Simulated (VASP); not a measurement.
# Mg2I (P4/mmm) in VASP: further runs, part 2 of 2

VASP 6.6.1. The steps go on from the part before.

## Step 3: Relaxation of cell and atoms, PBE

This run uses another cell than the first one, of 27.84 Å³/atom, 0.602 times its volume.

Input file INCAR:

```
PREC = Accurate ; ENCUT = 600
EDIFF = 1E-7 ; ISMEAR = 0
SIGMA = 0.1 ; LREAL = F
LASPH = T ; NELM = 80
ALGO = Normal ; ISIF = 3
LWAVE = F ; LCHARG = F
GGA = PE ; IBRION = 2
NSW = 90 ; EDIFFG = -0.04
```

Input file KPOINTS:

```
regular mesh
0
Gamma
  4 4 4
```

Input file POSCAR:

```
Mg2I
1.0
    4.1776864300      0.0000000000      0.0000000000
    0.0000000000      4.1776864300      0.0000000000
    0.0000000000      0.0000000000      4.7862114800
Mg I
2 1
Direct
    0.0000000000      0.5000000000      0.0000000000
    0.5000000000      0.0000000000      0.0000000000
    0.5000000000      0.5000000000      0.0000000000
```

Potentials or basis: VASP PAW PBE potentials, release 64 (Mg, I).

Launch:

```bash
cat potpaw_PBE.64/Mg/POTCAR potpaw_PBE.64/I/POTCAR > POTCAR
mpirun -np 1 vasp_std > vasp.out
```

OUTCAR:

```text
PREC = Accurate
   ENCUT = 600
   EDIFF = 1E-7
   ISMEAR = 0
   LREAL = F
   LASPH = T
   NELM = 80
   ISIF = 3
   GGA = PE
   IBRION = 2
   NSW = 90
   EDIFFG = -0.04

 ion  position               nearest neighbor table
   1  0.000  0.500  0.000-   3 2.09   3 2.09   2 2.95   2 2.95   2 2.95   2 2.95
   2  0.500  0.000  0.000-   3 2.09   3 2.09   1 2.95   1 2.95   1 2.95   1 2.95
   3  0.500  0.500  0.000-   1 2.09   2 2.09   2 2.09   1 2.09

  LATTYP: Found a simple tetragonal cell.
 ALAT       =     4.1776864300
 C/A-ratio  =     1.1456607767

  Lattice vectors:

 A1 = (   4.1776864300,   0.0000000000,   0.0000000000)
 A2 = (   0.0000000000,   4.1776864300,   0.0000000000)
 A3 = (   0.0000000000,   0.0000000000,   4.7862114800)

Analysis of symmetry for initial positions (statically):
=====================================================================
 Subroutine PRICEL returns:
 Original cell was already a primitive cell.

 Routine SETGRP: Setting up the symmetry group for a
 simple tetragonal supercell.

 Subroutine GETGRP returns: Found 16 space group operations
 (whereof 16 operations were pure point group operations)
 out of a pool of 16 trial point group operations.

The static configuration has the point symmetry D_4h.

Analysis of symmetry for dynamics (positions and initial velocities):
=====================================================================
 Subroutine PRICEL returns:
 Original cell was already a primitive cell.

 Routine SETGRP: Setting up the symmetry group for a
 simple tetragonal supercell.

 Subroutine GETGRP returns: Found 16 space group operations
 (whereof 16 operations were pure point group operations)
 out of a pool of 16 trial point group operations.

The dynamic configuration has the point symmetry D_4h.

 Subroutine INISYM returns: Found 16 space group operations
 (whereof 16 operations are pure point group operations),
 and found     1 'primitive' translations

----------------------------------------------------------------------------------------

                                     Primitive cell

  volume of cell :      83.5341

  direct lattice vectors                    reciprocal lattice vectors
     4.177686430  0.000000000  0.000000000     0.239366936  0.000000000  0.000000000
     0.000000000  4.177686430  0.000000000     0.000000000  0.239366936  0.000000000
     0.000000000  0.000000000  4.786211480     0.000000000  0.000000000  0.208933517

  length of vectors
     4.177686430  4.177686430  4.786211480     0.239366936  0.239366936  0.208933517

  position of ions in fractional coordinates (direct lattice)
     0.000000000  0.500000000  0.000000000
     0.500000000  0.000000000  0.000000000
     0.500000000  0.500000000  0.000000000

  ion indices of the primitive-cell ions
   primitive index   ion index
                 1           1
                 2           2
                 3           3

----------------------------------------------------------------------------------------

 KPOINTS: regular mesh

Automatic generation of k-mesh.
 Grid dimensions read from file:
 generate k-points for:    4    4    4

 Generating k-lattice:

  Cartesian coordinates                     Fractional coordinates (reciprocal lattice)
     0.059841734  0.000000000  0.000000000     0.250000000  0.000000000  0.000000000
     0.000000000  0.059841734  0.000000000     0.000000000  0.250000000  0.000000000
     0.000000000  0.000000000  0.052233379     0.000000000  0.000000000  0.250000000
[... 52 lines left out ...]
   EDIFFG = -.4E-01   stopping-criterion for IOM
   NSW    =     90    number of steps for IOM
   IBRION =      2    ionic relax: 0-MD 1-quasi-New 2-CG
   NFREE  =      1    steps in history (QN), initial steepest desc. (CG)
   ISIF   =      3    stress and relaxation
   ISYM   =      2    0-nonsym 1-usesym 2-fastsym
   POTIM  = 0.5000    time-step for ionic-motion
   TEBEG  =    0.0;   TEEND  =   0.0 temperature during run
   PSTRESS=    0.0 pullay stress
   NELECT =      11.0000    total number of electrons
   NUPDOWN=      -1.0000    fix difference up-down
   EMIN   =  10.00;   EMAX   =-10.00  energy-range for DOS
   EFERMI =   0.00;   METHOD = LEGACY
   ISMEAR =     0;   SIGMA  =   0.10  broadening in eV -4-tet -1-fermi 0-gaus
   EFERMI_NEDOS =   21; number of points for ismear=-14 and -15
   IALGO  =     38    algorithm
   IMIX   =      4    mixing-type and parameters
     AMIX     =   0.40;   BMIX     =  1.00
     AMIX_MAG =   1.60;   BMIX_MAG =  1.00
  volume/ion in A,a.u.               =      27.84       187.91
  Fermi-wavevector in a.u.,A,eV,Ry     =   0.832884  1.573923  9.438305  0.693696
  Thomas-Fermi vector in A             =   1.946015
   LORBIT       =      0    0 simple, 1 ext, 2 COOP (PROOUT), +10 PAW based schemes
   GGA     = PE    functional components
   LHFCALC =     F    Hartree Fock is set to
   AEXX    =    0.0000 exact exchange contribution
   IVDW    =     0    specifies the selected vdW correction
   LEPSILON=     F    determine dielectric tensor
   LRPA    =     F    only Hartree local field effects (RPA)
 conjugate gradient relaxation of ions
 non-spin polarized calculation
 Gauss-broadening in eV      SIGMA  =   0.10
  energy-cutoff  :      600.00
  volume of cell :       83.53
 maximum number of plane-waves:      2807
 NGX is ok and might be reduce to    36
   NGX = 17   NGY = 17   NGZ = 19

--------------------------------------- Ionic step        1  -------------------------------------------

 number of electron      11.0000000 magnetization

 Free energy of the ion-electron system (eV)
  ---------------------------------------------------
  ext. energy  EPLUGINS =         0.00000000
  ---------------------------------------------------
  free energy    TOTEN  =         7.79969895 eV

  energy without entropy =        7.81049653  energy(sigma->0) =        7.80509774

------------------------ aborting loop because EDIFF is reached ----------------------------------------

  FORCE on cell =-STRESS in cart. coord.  units (eV):
  Direction    XX          YY          ZZ          XY          YZ          ZX
  --------------------------------------------------------------------------------------
  -------------------------------------------------------------------------------------
  Total       42.9121745     42.9121745     -1.9782729      0.0000000     -0.0000000      0.0000000
  in kB      823.0525051    823.0525051    -37.9431362      0.0000000     -0.0000000      0.0000000
  external PRESSURE =     536.0539580 kB  Pullay stress =       0.0000000 kB
[... 92 lines left out ...]
  FREE ENERGIE OF THE ION-ELECTRON SYSTEM (eV)
  ---------------------------------------------------
  free  energy   TOTEN  =        -2.9672878663 eV

  energy  without entropy=       -2.9569383354  energy(sigma->0) =       -2.96211310

 E-fermi :  -0.1248     XC(G=0):  -5.5795

 val. band max:       -0.1749694672   @ k =   0.5000   0.2500   0.5000
 cond. band min:      -0.0955311540   @ k =   0.5000   0.5000   0.0000
 fundamental gap:      0.0794383132
 Fermi energy:        -0.1247755068

 k-point     1 :       0.0000    0.0000    0.0000
  band No.  band energies     occupation
      1     -13.2922      2.00000
      2      -3.8913      2.00000
      3      -3.8913      2.00000
      4      -2.5285      2.00000
      5      -2.3369      2.00000
      6      -1.2143      2.00000
      7       2.3053      0.00000
      8       2.3053      0.00000
      9       3.8092      0.00000
[... 193 lines left out ...]
 k-point    18 :       0.5000    0.5000    0.5000
  band No.  band energies     occupation
      1     -13.2125      2.00000
      2      -4.1515      2.00000
      3      -4.1515      2.00000
      4      -3.3676      2.00000
      5       0.7108      0.00000
      6       0.8352      0.00000
      7       0.8352      0.00000
      8       0.8638      0.00000
      9       0.8638      0.00000

[... ionic steps 4 to 10 ...]

--------------------------------------- Ionic step       11  -------------------------------------------

 number of electron      11.0000004 magnetization

------------------------ aborting loop because EDIFF is reached ----------------------------------------
[... 69 lines left out ...]
--------------------------------------- Ionic step       13  -------------------------------------------

 number of electron      11.0000004 magnetization

 Free energy of the ion-electron system (eV)
  ---------------------------------------------------
  ext. energy  EPLUGINS =         0.00000000
  ---------------------------------------------------
  free energy    TOTEN  =        -3.50238830 eV

  energy without entropy =       -3.49184031  energy(sigma->0) =       -3.49711430

 E-fermi :   1.1034     XC(G=0):  -6.6322

 val. band max:        1.0427822063   @ k =   0.5000   0.2500   0.2500
 cond. band min:       1.1526812753   @ k =   0.5000   0.5000   0.2500
 fundamental gap:      0.1098990690
 Fermi energy:         1.1033731213

 k-point     1 :       0.0000    0.0000    0.0000
  band No.  band energies     occupation
      1     -12.3523      2.00000
      2      -3.1085      2.00000
      3      -3.1085      2.00000
      4      -1.7461      2.00000
      5      -0.6397      2.00000
      6       0.2338      2.00000
      7       3.2363      0.00000
      8       3.2363      0.00000
      9       4.9316      0.00000
[... 232 lines left out ...]
  FREE ENERGIE OF THE ION-ELECTRON SYSTEM (eV)
  ---------------------------------------------------
  free  energy   TOTEN  =        -3.5023882962 eV

  energy  without entropy=       -3.4918403100  energy(sigma->0) =       -3.49711430

 reached required accuracy - stopping structural energy minimisation
```

Run time: 3.1 min. Hardware: 1 thread of Intel Xeon 6975P-C, shared host; peak memory 0.24 GiB.

What came out:

| Property | Result |
| --- | --- |
| Free energy | -3.5024 eV |
| Relaxed volume | 47.17 Å³/atom |
| Relaxed cell | a = 6.247 Å, b = 6.247 Å, c = 3.627 Å, α = 90.00°, β = 90.00°, γ = 90.00° |
| Space group after relaxing (to 0.05 Å) | P4/mmm (No. 123) |
| Energy gained by relaxing | 3767.4 meV/atom |
| Ionic steps | 13 |
| Pressure after relaxing | -0.1 GPa |

Step by step:
```tsv
step	energy change (eV)	largest force (eV/Å)	pressure (GPa)	volume (Å³)
1	0.0000	0.0000	53.61	83.53
2	-10.6918	0.0000	-1.32	231.01
3	-10.7670	0.0000	1.51	153.79
4	-10.9727	0.0000	-0.73	195.06
5	-10.9985	0.0000	-0.27	180.87
6	-10.9997	0.0000	-0.36	183.25
7	-11.0215	0.0000	-0.43	179.96
8	-11.0997	0.0000	-0.56	170.09
9	-11.2660	0.0000	-0.49	150.41
10	-11.1233	0.0000	4.63	111.28
11	-11.2976	0.0000	-0.26	144.44
12	-11.3010	0.0000	0.00	140.19
13	-11.3021	0.0000	-0.07	141.52
```

Final structure:
```yaml
crystal:
  lattice:
    - [6.24663, 0.00000, 0.00000]
    - [0.00000, 6.24663, 0.00000]
    - [0.00000, 0.00000, 3.62670]
  atoms:
    - { symbol: Mg, position: [0.00000, 0.50000, 0.00000] }
    - { symbol: Mg, position: [0.50000, 0.00000, 0.00000] }
    - { symbol: I, position: [0.50000, 0.50000, 0.00000] }
```

Caveat: the k points lie up to 0.43 Å⁻¹ apart in the final cell; the volume moved by over 15 % at a fixed basis, so the end points are rough; spin-orbit coupling is left out, which moves the levels of the heavy elements; an odd number of electrons without spin polarisation forces a metal; a magnetic or distorted state may lie lower.

## Step 4: Single point, PBE

This run uses another cell than the first one, of 46.35 Å³/atom, 1.003 times its volume.

Input file INCAR:

```
PREC = Accurate ; ENCUT = 520
EDIFF = 1E-6 ; ISMEAR = 0
SIGMA = 0.1 ; LREAL = F
LASPH = T ; NELM = 60
ALGO = Normal ; ISIF = 2
LWAVE = F ; LCHARG = T
GGA = PE ; LELF = T
LVHAR = T ; NBANDS = 12
```

Input file KPOINTS:

```
Automatic mesh
0
Gamma
  8 8 12
```

Input file POSCAR:

```
Mg2I
1.0
    6.2219531803      0.0000000000      0.0000000000
    0.0000000000      6.2219531803      0.0000000000
    0.0000000000      0.0000000000      3.5919490134
Mg I
2 1
Direct
    0.0000000000      0.5000000000      0.0000000000
    0.5000000000      0.0000000000      0.0000000000
    0.5000000000      0.5000000000      0.0000000000
```

Launch:

```bash
cat potpaw_PBE.64/Mg/POTCAR potpaw_PBE.64/I/POTCAR > POTCAR
mpirun -np 1 vasp_std > vasp.out
```

Wall time 1.8 min (1 thread of Intel Xeon 6975P-C, shared host); peak memory 0.37 GiB.

It converged, with:

```
Free energy : -3.5051 eV
Pressure    : 0.0 GPa
```

Levels at points of the mesh, in eV from the Fermi level:
| k point | band 3 | band 4 | band 5 | band 6 | band 7 | band 8 | band 9 | band 10 |
| --- | --- | --- | --- | --- | --- | --- | --- | --- |
| (0.00, 0.00, 0.00) | -4.24 | -2.84 | -1.72 | -0.77 | 2.17 | 2.17 | 3.66 | 3.88 |
| (0.50, 0.00, 0.00) | -4.20 | -2.20 | -0.76 | -0.40 | 1.21 | 1.54 | 2.48 | 5.72 |
| (0.50, 0.50, 0.00) | -4.91 | -0.75 | -0.60 | -0.06 | -0.06 | 2.08 | 2.98 | 4.61 |
| (0.00, 0.00, 0.50) | -3.46 | -3.46 | -0.37 | 0.69 | 0.80 | 1.42 | 3.19 | 3.19 |
| (0.50, 0.00, 0.50) | -3.88 | -3.44 | 0.16 | 0.30 | 1.14 | 1.74 | 3.13 | 3.57 |
| (0.50, 0.50, 0.50) | -3.84 | -3.84 | 0.35 | 0.35 | 1.51 | 2.27 | 2.27 | 3.11 |

Caveat: spin-orbit coupling is left out, which moves the levels of the heavy elements; an odd number of electrons without spin polarisation forces a metal; a magnetic or distorted state may lie lower.

## Step 5: The runs side by side

```csv
task,cell,k mesh,cutoff (eV),gap on the mesh (eV),pressure (GPa)
single point,"a = 6.160, b = 6.160, c = 3.655 Å, 3 atoms",4 × 4 × 4,520,none,0.1
relaxation of cell and atoms,"relaxed from a = 4.178, b = 4.178, c = 4.786 Å, 3 atoms",4 × 4 × 4,600,none,-0.1
single point,"a = 6.222, b = 6.222, c = 3.592 Å, 3 atoms",8 × 8 × 12,520,none,0.0
```

Alike in all rows: level PBE; potentials or basis VASP PAW PBE potentials, release 64 (Mg, I); no spin polarisation; smearing gaussian 0.1 eV.

Caveats: some runs use coarse meshes; spin-orbit coupling is left out, which moves the levels of the heavy elements; an odd number of electrons without spin polarisation forces a metal; a magnetic or distorted state may lie lower; the volume moved by over 15 % at a fixed basis, so the end points are rough (some runs).

Absolute energies hang on the potentials; compare differences alone.
